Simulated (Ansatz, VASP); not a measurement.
## One calculation of Sr3Zn, two programs

```
CELL_PARAMETERS angstrom
5.44316 0.00000 0.00000
0.00000 5.44316 0.00000
0.00000 0.00000 5.44316
ATOMIC_POSITIONS crystal
Sr 0.00000 0.50000 0.50000
Sr 0.50000 0.50000 0.00000
Sr 0.50000 0.00000 0.50000
Zn 0.00000 0.00000 0.00000
```

Alike in both runs: task single point; functional PBE; k mesh 5 × 5 × 5; occupations fermi-dirac, width 0.05 eV; no spin polarisation.

|  | VASP | Ansatz |
| --- | --- | --- |
| version | VASP 6.6.1 | Ansatz 0.2.0 |
| potentials or method | VASP PAW PBE potentials, release 64 (Sr_sv, Zn) | Ansatz PAW |
| plane-wave cutoff (eV) | 520 | 420 |
| valence electrons in the cell | 42 | 42 |

```csv
,VASP,Ansatz,Ansatz less VASP
gap on the k mesh at the Fermi level (eV),none,none,-
pressure (GPa),0.4,0.4,-0.02
```

A gap of «none» marks a metal or a gap that the smearing closes. With one functional, cell and mesh, what is left measures potentials, basis and numerics.
